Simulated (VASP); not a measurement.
# KF (Carobbiite) (I4/mmm) in VASP: single point with PBEsol

Aim: the single point of KF (Carobbiite) with PBEsol.

All numbers are computed with VASP 6.6.1; they aren't measurements. Logs are shortened: lines on timing, memory, paths and dates and some standing lists are left out, and cuts for length are marked.

## Step 1: The cell of the first run

The structure is tetragonal, space group I4/mmm (No. 139). The conventional cell has a = 3.791 Å, b = 3.791 Å, c = 5.277 Å, α = 90.00°, β = 90.00°, γ = 90.00°. K (site symmetry 4/mmm) has 6 F at 2.64 to 2.68 Å within 3.5 Å. Within 3.5 Å of F (site symmetry 4/mmm) lie 6 K at 2.64 to 2.68 Å.

## Step 2: Single point, PBEsol (in-plane strain +0.01)

INCAR

```
PREC     = Accurate       # precision mode
ENCUT    = 520            # plane-wave cutoff, eV
EDIFF    = 1E-7           # SCF threshold, eV
ISMEAR   = 0              # smearing method
SIGMA    = 0.01           # smearing width, eV
LREAL    = False          # projectors in reciprocal space
LASPH    = True           # aspherical terms in the spheres
NELM     = 100            # most SCF steps
ALGO     = Normal         # electronic algorithm
ISIF     = 2              # what is computed and relaxed
LWAVE    = False          # write WAVECAR
LCHARG   = False          # write CHGCAR
GGA      = PS             # functional
NBANDS   = 15             # bands
```

KPOINTS

```
Automatic mesh
0
Gamma
  8 8 8
```

POSCAR

```
KF
1.0
    2.6807293148      2.6807293148      0.0000000000
   -2.6807293148      2.6807293148      0.0000000000
    0.0000000000      2.6807293148      2.6382623158
K F
1 1
Direct
    0.0000000000      0.0000000000      0.0000000000
    0.5000000000      0.5000000000      0.0000000000
```

Potentials or basis: VASP PAW PBE potentials, release 64 (K_sv, F).

Command:

```sh
cat potpaw_PBE.64/K_sv/POTCAR potpaw_PBE.64/F/POTCAR > POTCAR
mpirun -np 1 vasp_std > vasp.out
```

OUTCAR:

```text
PREC = Accurate
   ENCUT = 520
   EDIFF = 1E-7
   ISMEAR = 0
   LREAL = False
   LASPH = True
   NELM = 100
   ISIF = 2
   GGA = PS

 ion  position               nearest neighbor table
   1  0.000  0.000  0.000-   2 2.64   2 2.64   2 2.68   2 2.68   2 2.68   2 2.68
   2  0.500  0.500  0.000-   1 2.64   1 2.64   1 2.68   1 2.68   1 2.68   1 2.68

  LATTYP: Found a body centered tetragonal cell.
 ALAT       =     3.7911237540
 C/A-ratio  =     1.3918101792

  Lattice vectors:

 A1 = (   2.6807293148,   0.0000000000,  -2.6382623158)
 A2 = (  -2.6807293148,   0.0000000000,  -2.6382623158)
 A3 = (   0.0000000000,   2.6807293148,   2.6382623158)

Analysis of symmetry for initial positions (statically):
=====================================================================
 Subroutine PRICEL returns:
 Original cell was already a primitive cell.

 Routine SETGRP: Setting up the symmetry group for a
 body centered tetragonal supercell.

 Subroutine GETGRP returns: Found 16 space group operations
 (whereof 16 operations were pure point group operations)
 out of a pool of 16 trial point group operations.

The static configuration has the point symmetry D_4h.

Analysis of symmetry for dynamics (positions and initial velocities):
=====================================================================
 Subroutine PRICEL returns:
 Original cell was already a primitive cell.

 Routine SETGRP: Setting up the symmetry group for a
 body centered tetragonal supercell.

 Subroutine GETGRP returns: Found 16 space group operations
 (whereof 16 operations were pure point group operations)
 out of a pool of 16 trial point group operations.

The dynamic configuration has the point symmetry D_4h.

 Subroutine INISYM returns: Found 16 space group operations
 (whereof 16 operations are pure point group operations),
 and found     1 'primitive' translations

----------------------------------------------------------------------------------------

                                     Primitive cell

  volume of cell :      37.9187

  direct lattice vectors                    reciprocal lattice vectors
     2.680729315  2.680729315  0.000000000     0.186516407  0.186516407 -0.189518683
    -2.680729315  2.680729315  0.000000000    -0.186516407  0.186516407 -0.189518683
     0.000000000  2.680729315  2.638262316     0.000000000  0.000000000  0.379037366

  length of vectors
     3.791123754  3.791123754  3.761214924     0.324798509  0.324798509  0.379037366

  position of ions in fractional coordinates (direct lattice)
     0.000000000  0.000000000  0.000000000
     0.500000000  0.500000000  0.000000000

  ion indices of the primitive-cell ions
   primitive index   ion index
                 1           1
                 2           2

----------------------------------------------------------------------------------------

 KPOINTS: Automatic mesh

Automatic generation of k-mesh.
 Grid dimensions read from file:
 generate k-points for:    8    8    8

 Generating k-lattice:

  Cartesian coordinates                     Fractional coordinates (reciprocal lattice)
     0.023314551  0.023314551 -0.023689835     0.125000000  0.000000000 -0.000000000
    -0.023314551  0.023314551 -0.023689835     0.000000000  0.125000000 -0.000000000
     0.000000000  0.000000000  0.047379671     0.000000000  0.000000000  0.125000000

  Length of vectors
     0.040599814  0.040599814  0.047379671

  Shift w.r.t. Gamma in fractional coordinates (k-lattice)
     0.000000000  0.000000000  0.000000000

 Subroutine IBZKPT returns following result:
 ===========================================

 Found     59 irreducible k-points:

 Following reciprocal coordinates:
            Coordinates               Weight
  0.000000  0.000000  0.000000      1.000000
  0.125000  0.000000  0.000000      8.000000
  0.250000  0.000000  0.000000      8.000000
  0.375000  0.000000  0.000000      8.000000
  0.500000  0.000000  0.000000      4.000000
  0.125000  0.125000  0.000000      8.000000
[... 16 lines left out ...]
  0.250000  0.000000  0.125000      4.000000
  0.375000  0.000000  0.125000      8.000000
 [... further k-points ...]
   k-points           NKPTS =     59   k-points in BZ     NKDIM =     59   number of bands    NBANDS=     15
   number of dos      NEDOS =    301   number of ions     NIONS =      2
   total plane-waves  NPLWV =  21952
   dimension x,y,z NGX =    28 NGY =   28 NGZ =   28
   dimension x,y,z NGXF=    56 NGYF=   56 NGZF=   56
   ions per type =               1   1
   NGX,Y,Z   is equivalent  to a cutoff of  12.28, 12.28, 12.38 a.u.
   NGXF,Y,Z  is equivalent  to a cutoff of  24.56, 24.56, 24.75 a.u.
 SYSTEM =  unknown system
   PREC   = accura    normal or accurate (medium, high low for compatibility)
   ISTART =      0    job   : 0-new  1-cont  2-samecut
   ICHARG =      2    charge: 1-file 2-atom 10-const
   ISPIN  =      1    spin polarized calculation?
   LNONCOLLINEAR =      F non collinear calculations
   LSORBIT =      F    spin-orbit coupling
   LASPH  =      T    aspherical Exc in radial PAW
   ENCUT  =  520.0 eV  38.22 Ry    6.18 a.u.   7.05  7.05  6.99*2*pi/ulx,y,z
   NELM   =    100;   NELMIN=  2; NELMDL= -5     # of ELM steps
   EDIFF  = 0.1E-06   stopping-criterion for ELM
   LREAL  =      F    real-space projection
   EDIFFG = 0.1E-05   stopping-criterion for IOM
   NSW    =      0    number of steps for IOM
   IBRION =     -1    ionic relax: 0-MD 1-quasi-New 2-CG
   NFREE  =      0    steps in history (QN), initial steepest desc. (CG)
   ISIF   =      2    stress and relaxation
   ISYM   =      2    0-nonsym 1-usesym 2-fastsym
   POTIM  = 0.5000    time-step for ionic-motion
   TEBEG  =    0.0;   TEEND  =   0.0 temperature during run
   PSTRESS=    0.0 pullay stress
   NELECT =      16.0000    total number of electrons
   NUPDOWN=      -1.0000    fix difference up-down
   EMIN   =  10.00;   EMAX   =-10.00  energy-range for DOS
   EFERMI =   0.00;   METHOD = LEGACY
   ISMEAR =     0;   SIGMA  =   0.01  broadening in eV -4-tet -1-fermi 0-gaus
   EFERMI_NEDOS =   21; number of points for ismear=-14 and -15
   IALGO  =     38    algorithm
   IMIX   =      4    mixing-type and parameters
     AMIX     =   0.40;   BMIX     =  1.00
     AMIX_MAG =   1.60;   BMIX_MAG =  1.00
  volume/ion in A,a.u.               =      18.96       127.94
  Fermi-wavevector in a.u.,A,eV,Ry     =   1.227901  2.320397 20.514076  1.507742
  Thomas-Fermi vector in A             =   2.362847
   LORBIT       =      0    0 simple, 1 ext, 2 COOP (PROOUT), +10 PAW based schemes
   GGA     = PS    functional components
   LHFCALC =     F    Hartree Fock is set to
   AEXX    =    0.0000 exact exchange contribution
   IVDW    =     0    specifies the selected vdW correction
   LEPSILON=     F    determine dielectric tensor
   LRPA    =     F    only Hartree local field effects (RPA)
 non-spin polarized calculation
 Gauss-broadening in eV      SIGMA  =   0.01
  energy-cutoff  :      520.00
  volume of cell :       37.92
 maximum number of plane-waves:      1032
   NGX = 15   NGY = 15   NGZ = 13

 number of electron      16.0000005 magnetization

 Free energy of the ion-electron system (eV)
  ---------------------------------------------------
  ext. energy  EPLUGINS =         0.00000000
  ---------------------------------------------------
  free energy    TOTEN  =        -8.51898978 eV

  energy without entropy =       -8.51898978  energy(sigma->0) =       -8.51898978

 E-fermi :  -2.7976     XC(G=0):  -8.6373

 val. band max:       -2.8751029727   @ k =   0.0000   0.0000   0.0000
 cond. band min:       3.1665082040   @ k =   0.0000   0.0000   0.0000
 fundamental gap:      6.0416111768
 Fermi energy:        -2.7976457936

 k-point     1 :       0.0000    0.0000    0.0000
  band No.  band energies     occupation
      1     -28.8391      2.00000
      2     -21.4241      2.00000
      3     -12.1470      2.00000
      4     -12.1470      2.00000
      5     -12.1450      2.00000
      6      -2.9005      2.00000
      7      -2.9005      2.00000
      8      -2.8751      2.00000
      9       3.1665      0.00000
     10       7.7280      0.00000
     11       7.7280      0.00000
     12       7.8248      0.00000
     13       9.3625      0.00000
     14       9.5234      0.00000
     15      13.8651      0.00000

 k-point     2 :       0.1250    0.0000    0.0000
  band No.  band energies     occupation
      1     -28.8245      2.00000
      2     -21.4380      2.00000
      3     -12.1888      2.00000
      4     -12.1539      2.00000
      5     -12.1497      2.00000
      6      -3.0387      2.00000
      7      -2.9538      2.00000
      8      -2.9393      2.00000
      9       3.6054      0.00000
     10       7.4954      0.00000
     11       7.9434      0.00000
     12       8.0068      0.00000
     13       9.5118      0.00000
     14       9.6714      0.00000
     15      14.6415      0.00000

 k-point     3 :       0.2500    0.0000    0.0000
  band No.  band energies     occupation
      1     -28.7889      2.00000
      2     -21.4714      2.00000
      3     -12.2900      2.00000
      4     -12.1705      2.00000
      5     -12.1596      2.00000
      6      -3.3459      2.00000
      7      -3.0795      2.00000
      8      -3.0734      2.00000
      9       4.6954      0.00000
     10       7.1357      0.00000
     11       8.4725      0.00000
     12       8.5361      0.00000
     13       9.9819      0.00000
     14      10.1237      0.00000
     15      15.7234      0.00000
[... 343 lines left out ...]
 k-point    23 :       0.2500    0.0000    0.1250
  band No.  band energies     occupation
      1     -28.8038      2.00000
      2     -21.4540      2.00000
      3     -12.2283      2.00000
      4     -12.2147      2.00000
      5     -12.1469      2.00000
      6      -3.2444      2.00000
      7      -3.0619      2.00000
      8      -2.9137      2.00000
      9       4.2365      0.00000
     10       7.1315      0.00000
     11       8.1778      0.00000
     12       8.5081      0.00000
     13       9.7278      0.00000
     14       9.8905      0.00000
     15      15.6032      0.00000

 k-point    24 :       0.3750    0.0000    0.1250
  band No.  band energies     occupation
      1     -28.7687      2.00000
      2     -21.4811      2.00000
      3     -12.3362      2.00000
      4     -12.2511      2.00000
      5     -12.1639      2.00000
      6      -3.4689      2.00000
      7      -3.1789      2.00000
      8      -3.0067      2.00000
      9       5.3225      0.00000
     10       6.9311      0.00000
     11       8.7399      0.00000
     12       8.8935      0.00000
     13      10.1541      0.00000
     14      10.6055      0.00000
     15      15.1644      0.00000

 [... further k-points ...]
[... 5 lines left out ...]
  --------------------------------------------------------------------------------------
  -------------------------------------------------------------------------------------
  Total       -0.1660103     -0.1660103      0.0391740      0.0000000      0.0000000      0.0000000
  in kB       -7.0144211     -7.0144211      1.6552151      0.0000000      0.0000000      0.0000000
  external PRESSURE =      -4.1245424 kB  Pullay stress =       0.0000000 kB

 VOLUME and BASIS-vectors are now :
 -----------------------------------------------------------------------------
  energy-cutoff  :      520.00
  volume of cell :       37.92
      direct lattice vectors                 reciprocal lattice vectors
     2.680729315  2.680729315  0.000000000     0.186516407  0.186516407 -0.189518683
    -2.680729315  2.680729315  0.000000000    -0.186516407  0.186516407 -0.189518683
     0.000000000  2.680729315  2.638262316     0.000000000  0.000000000  0.379037366

 POSITION                                       TOTAL-FORCE (eV/Angst)
 -----------------------------------------------------------------------------------
      0.00000      0.00000      0.00000         0.000000      0.000000      0.000000
      0.00000      2.68073      0.00000        -0.000000     -0.000000      0.000000
 -----------------------------------------------------------------------------------
    total drift:                               -0.000000      0.000000      0.000000

  FREE ENERGIE OF THE ION-ELECTRON SYSTEM (eV)
  ---------------------------------------------------
  free  energy   TOTEN  =        -8.5189897796 eV

  energy  without entropy=       -8.5189897796  energy(sigma->0) =       -8.51898978
```

It took 38 s on 1 thread of Intel Xeon 8259CL, shared host; peak memory 0.18 GiB.

What came out:

* Free energy: -8.5190 eV
* Pressure: -0.4 GPa
* Band gap on the k mesh: 6.04 eV, direct

Caveat: the cell differs from its parent crystal (in-plane strain +0.01); the PAW data sets were made with another functional, which shifts forces and pressure a little. A k mesh can miss the band edges.
